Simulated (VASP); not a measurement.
# SnSe (Fm-3m) in VASP: a series of runs

SnSe is run at these levels: PBE; tasks: electric field gradients.

Program: VASP 6.6.1. These are calculated values, not measurements. Logs are shortened: lines on timing, memory, paths and dates and some standing lists are left out, and cuts for length are marked.

### 1 The cell of the first run

The structure is cubic, space group Fm-3m (No. 225). The conventional cell has a = 6.138 Å, b = 6.138 Å, c = 6.138 Å, α = 90.00°, β = 90.00°, γ = 90.00°. Sn (site symmetry m-3m) has 6 Se at 3.07 Å within 4.0 Å. Within 4.0 Å of Se (site symmetry m-3m) lie 6 Sn at 3.07 Å.

### 2 Electric field gradients, PBE (volume scaled by 1.06)

INCAR

```
PREC = Accurate
ENCUT = 520
EDIFF = 1E-8
ISMEAR = -1
SIGMA = 0.02
LREAL = False
LASPH = True
NELM = 80
ALGO = Normal
ISIF = 2
LWAVE = False
LCHARG = False
GGA = PE
LEFG = True
NBANDS = 17
```

KPOINTS

```
regular mesh
0
Gamma
  9 9 9
```

POSCAR

```
SnSe
1.0
    0.0000000000      3.0690345955      3.0690345955
    3.0690345955      0.0000000000      3.0690345955
    3.0690345955      3.0690345955      0.0000000000
Sn Se
1 1
Direct
    0.0000000000      0.0000000000      0.0000000000
    0.5000000000      0.5000000000      0.5000000000
```

Potentials or basis: VASP PAW PBE potentials, release 64 (Sn_d, Se).

On the command line:

```bash
$ cat potpaw_PBE.64/Sn_d/POTCAR potpaw_PBE.64/Se/POTCAR > POTCAR
$ mpirun -np 1 vasp_std > vasp.out
```

OUTCAR:

```text
PREC = Accurate
   ENCUT = 520
   EDIFF = 1E-8
   ISMEAR = -1
   LREAL = False
   LASPH = True
   NELM = 80
   ISIF = 2
   GGA = PE

 ion  position               nearest neighbor table
   1  0.000  0.000  0.000-   2 3.07   2 3.07   2 3.07   2 3.07   2 3.07   2 3.07
   2  0.500  0.500  0.500-   1 3.07   1 3.07   1 3.07   1 3.07   1 3.07   1 3.07

  LATTYP: Found a face centered cubic cell.
 ALAT       =     6.1380691910

  Lattice vectors:

 A1 = (   0.0000000000,   3.0690345955,   3.0690345955)
 A2 = (   3.0690345955,   0.0000000000,   3.0690345955)
 A3 = (   3.0690345955,   3.0690345955,   0.0000000000)

Analysis of symmetry for initial positions (statically):
=====================================================================
 Subroutine PRICEL returns:
 Original cell was already a primitive cell.

 Routine SETGRP: Setting up the symmetry group for a
 face centered cubic supercell.

 Subroutine GETGRP returns: Found 48 space group operations
 (whereof 48 operations were pure point group operations)
 out of a pool of 48 trial point group operations.

The static configuration has the point symmetry O_h .

Analysis of symmetry for dynamics (positions and initial velocities):
=====================================================================
 Subroutine PRICEL returns:
 Original cell was already a primitive cell.

 Routine SETGRP: Setting up the symmetry group for a
 face centered cubic supercell.

 Subroutine GETGRP returns: Found 48 space group operations
 (whereof 48 operations were pure point group operations)
 out of a pool of 48 trial point group operations.

The dynamic configuration has the point symmetry O_h .

 Subroutine INISYM returns: Found 48 space group operations
 (whereof 48 operations are pure point group operations),
 and found     1 'primitive' translations

----------------------------------------------------------------------------------------

                                     Primitive cell

  volume of cell :      57.8143

  direct lattice vectors                    reciprocal lattice vectors
     0.000000000  3.069034595  3.069034595    -0.162917681  0.162917681  0.162917681
     3.069034595  0.000000000  3.069034595     0.162917681 -0.162917681  0.162917681
     3.069034595  3.069034595  0.000000000     0.162917681  0.162917681 -0.162917681

  length of vectors
     4.340270348  4.340270348  4.340270348     0.282181701  0.282181701  0.282181701

  position of ions in fractional coordinates (direct lattice)
     0.000000000  0.000000000  0.000000000
     0.500000000  0.500000000  0.500000000

  ion indices of the primitive-cell ions
   primitive index   ion index
                 1           1
                 2           2

----------------------------------------------------------------------------------------

 KPOINTS: regular mesh

Automatic generation of k-mesh.
 Grid dimensions read from file:
 generate k-points for:    9    9    9

 Generating k-lattice:

  Cartesian coordinates                     Fractional coordinates (reciprocal lattice)
    -0.018101965  0.018101965  0.018101965     0.111111111  0.000000000  0.000000000
     0.018101965 -0.018101965  0.018101965     0.000000000  0.111111111  0.000000000
     0.018101965  0.018101965 -0.018101965     0.000000000  0.000000000  0.111111111

  Length of vectors
     0.031353522  0.031353522  0.031353522

  Shift w.r.t. Gamma in fractional coordinates (k-lattice)
     0.000000000  0.000000000  0.000000000

 Subroutine IBZKPT returns following result:
 ===========================================

 Found     35 irreducible k-points:

 Following reciprocal coordinates:
            Coordinates               Weight
  0.000000  0.000000  0.000000      1.000000
  0.111111  0.000000  0.000000      8.000000
  0.222222  0.000000  0.000000      8.000000
  0.333333  0.000000  0.000000      8.000000
  0.444444  0.000000  0.000000      8.000000
  0.111111  0.111111  0.000000      6.000000
[... 16 lines left out ...]
 -0.333333  0.333333  0.000000     12.000000
  0.444444  0.444444  0.000000      6.000000
 [... further k-points ...]
   k-points           NKPTS =     35   k-points in BZ     NKDIM =     35   number of bands    NBANDS=     17
   number of dos      NEDOS =    301   number of ions     NIONS =      2
   total plane-waves  NPLWV =  32768
   dimension x,y,z NGX =    32 NGY =   32 NGZ =   32
   dimension x,y,z NGXF=    64 NGYF=   64 NGZF=   64
   ions per type =               1   1
   NGX,Y,Z   is equivalent  to a cutoff of  12.26, 12.26, 12.26 a.u.
   NGXF,Y,Z  is equivalent  to a cutoff of  24.51, 24.51, 24.51 a.u.
 SYSTEM =  unknown system
   PREC   = accura    normal or accurate (medium, high low for compatibility)
   ISTART =      0    job   : 0-new  1-cont  2-samecut
   ICHARG =      2    charge: 1-file 2-atom 10-const
   ISPIN  =      1    spin polarized calculation?
   LNONCOLLINEAR =      F non collinear calculations
   LSORBIT =      F    spin-orbit coupling
   LASPH  =      T    aspherical Exc in radial PAW
   ENCUT  =  520.0 eV  38.22 Ry    6.18 a.u.   8.07  8.07  8.07*2*pi/ulx,y,z
   NELM   =     80;   NELMIN=  2; NELMDL= -5     # of ELM steps
   EDIFF  = 0.1E-07   stopping-criterion for ELM
   LREAL  =      F    real-space projection
   EDIFFG = 0.1E-06   stopping-criterion for IOM
   NSW    =      0    number of steps for IOM
   IBRION =     -1    ionic relax: 0-MD 1-quasi-New 2-CG
   NFREE  =      0    steps in history (QN), initial steepest desc. (CG)
   ISIF   =      2    stress and relaxation
   ISYM   =      2    0-nonsym 1-usesym 2-fastsym
   POTIM  = 0.5000    time-step for ionic-motion
   TEBEG  =    0.0;   TEEND  =   0.0 temperature during run
   PSTRESS=    0.0 pullay stress
   NELECT =      20.0000    total number of electrons
   NUPDOWN=      -1.0000    fix difference up-down
   EMIN   =  10.00;   EMAX   =-10.00  energy-range for DOS
   EFERMI =   0.00;   METHOD = LEGACY
   ISMEAR =    -1;   SIGMA  =   0.02  broadening in eV -4-tet -1-fermi 0-gaus
   EFERMI_NEDOS =   21; number of points for ismear=-14 and -15
   IALGO  =     38    algorithm
   IMIX   =      4    mixing-type and parameters
     AMIX     =   0.40;   BMIX     =  1.00
     AMIX_MAG =   1.60;   BMIX_MAG =  1.00
  volume/ion in A,a.u.               =      28.91       195.08
  Fermi-wavevector in a.u.,A,eV,Ry     =   1.149228  2.171727 17.969570  1.320726
  Thomas-Fermi vector in A             =   2.285899
   LORBIT       =      0    0 simple, 1 ext, 2 COOP (PROOUT), +10 PAW based schemes
   GGA     = PE    functional components
   LHFCALC =     F    Hartree Fock is set to
   AEXX    =    0.0000 exact exchange contribution
   IVDW    =     0    specifies the selected vdW correction
   LEPSILON=     F    determine dielectric tensor
   LRPA    =     F    only Hartree local field effects (RPA)
 non-spin polarized calculation
  energy-cutoff  :      520.00
  volume of cell :       57.81
 maximum number of plane-waves:      1580
   NGX = 17   NGY = 17   NGZ = 17

 number of electron      19.9999991 magnetization

 Free energy of the ion-electron system (eV)
  ---------------------------------------------------
  ext. energy  EPLUGINS =         0.00000000
  ---------------------------------------------------
  free energy    TOTEN  =        -8.20653832 eV

  energy without entropy =       -8.20653831  energy(sigma->0) =       -8.20653831

 E-fermi :   5.1716     XC(G=0):  -9.3342

 val. band max:        4.8398307032   @ k =   0.4444   0.0000   0.0000
 cond. band min:       5.5276296814   @ k =  -0.3333   0.1111   0.0000
 fundamental gap:      0.6877989782
 Fermi energy:         5.1716364314

 k-point     1 :       0.0000    0.0000    0.0000
  band No.  band energies     occupation
      1     -16.6670      2.00000
      2     -16.6670      2.00000
      3     -16.6670      2.00000
      4     -16.6626      2.00000
      5     -16.6626      2.00000
      6      -8.5221      2.00000
[... 9 lines left out ...]
     16      10.8957      0.00000
     17      13.0539      0.00000

 k-point     2 :       0.1111    0.0000    0.0000
  band No.  band energies     occupation
      1     -16.6667      2.00000
      2     -16.6663      2.00000
      3     -16.6663      2.00000
      4     -16.6628      2.00000
      5     -16.6628      2.00000
      6      -8.4448      2.00000
[... 9 lines left out ...]
     16      11.1733      0.00000
     17      13.8134      0.00000
[... 421 lines left out ...]
 k-point    24 :       0.4444    0.4444    0.0000
  band No.  band energies     occupation
      1     -16.6821      2.00000
      2     -16.6718      2.00000
      3     -16.6569      2.00000
      4     -16.6539      2.00000
      5     -16.6539      2.00000
      6      -7.5217      2.00000
[... 9 lines left out ...]
     16      16.1109      0.00000
     17      17.2427      0.00000

 [... further k-points ...]

------------------------ aborting loop because EDIFF is reached ----------------------------------------

  FORCE on cell =-STRESS in cart. coord.  units (eV):
  Direction    XX          YY          ZZ          XY          YZ          ZX
  --------------------------------------------------------------------------------------
  -------------------------------------------------------------------------------------
  Total       -0.6131526     -0.6131526     -0.6131526      0.0000000      0.0000000      0.0000000
  in kB      -16.9919717    -16.9919717    -16.9919717      0.0000000      0.0000000      0.0000000
  external PRESSURE =     -16.9919717 kB  Pullay stress =       0.0000000 kB

 VOLUME and BASIS-vectors are now :
 -----------------------------------------------------------------------------
  energy-cutoff  :      520.00
  volume of cell :       57.81
      direct lattice vectors                 reciprocal lattice vectors
     0.000000000  3.069034595  3.069034595    -0.162917681  0.162917681  0.162917681
     3.069034595  0.000000000  3.069034595     0.162917681 -0.162917681  0.162917681
     3.069034595  3.069034595  0.000000000     0.162917681  0.162917681 -0.162917681

 POSITION                                       TOTAL-FORCE (eV/Angst)
 -----------------------------------------------------------------------------------
      0.00000      0.00000      0.00000         0.000000     -0.000000     -0.000000
      3.06903      3.06903      3.06903        -0.000000      0.000000      0.000000
 -----------------------------------------------------------------------------------
    total drift:                                0.000000     -0.000000     -0.000000

  FREE ENERGIE OF THE ION-ELECTRON SYSTEM (eV)
  ---------------------------------------------------
  free  energy   TOTEN  =        -8.2065383151 eV

  energy  without entropy=       -8.2065383140  energy(sigma->0) =       -8.20653831

 Electric field gradients (V/A^2)
---------------------------------------------------------------------
 ion       V_xx      V_yy      V_zz      V_xy      V_xz      V_yz
---------------------------------------------------------------------
   1      -0.000    -0.000     0.000    -0.001    -0.001    -0.001
   2       0.000    -0.000    -0.000     0.000     0.000     0.000
---------------------------------------------------------------------

 Electric field gradients after diagonalization (V/A^2)
 (convention: |V_zz| > |V_xx| > |V_yy|)
----------------------------------------------------------------------
 ion       V_xx      V_yy      V_zz     asymmetry (V_yy - V_xx)/ V_zz
----------------------------------------------------------------------
   1       0.001     0.001    -0.001       0.000
   2      -0.000    -0.000     0.001       0.000
----------------------------------------------------------------------

           NMR quadrupolar parameters

 Cq : quadrupolar parameter    Cq=e*Q*V_zz/h
 eta: asymmetry parameters     (V_yy - V_xx)/ V_zz
 Q  : nuclear electric quadrupole moment in mb (millibarn)
----------------------------------------------------------------------
 ion       Cq(MHz)       eta       Q (mb)
----------------------------------------------------------------------
   1      -0.000       0.000       1.000
   2       0.000       0.000       1.000
----------------------------------------------------------------------
```

Run time: 13 s. Hardware: 1 thread of Intel Xeon 6975P-C (Granite Rapids), shared host; peak memory 0.19 GiB.

Results:

| Quantity | Value |
| --- | --- |
| Free energy | -8.2065 eV |
| Pressure | -1.7 GPa |

Caveat: this odd mesh misses L, where the gap lies, so gap, dielectric constants and Born charges aren't listed; without QUAD_EFG the Cq values of the log hold for a quadrupole moment of 1 mb, not for the nuclei; spin-orbit coupling is left out, which moves the levels of the heavy elements.

(Continued in part 2 of 3.)
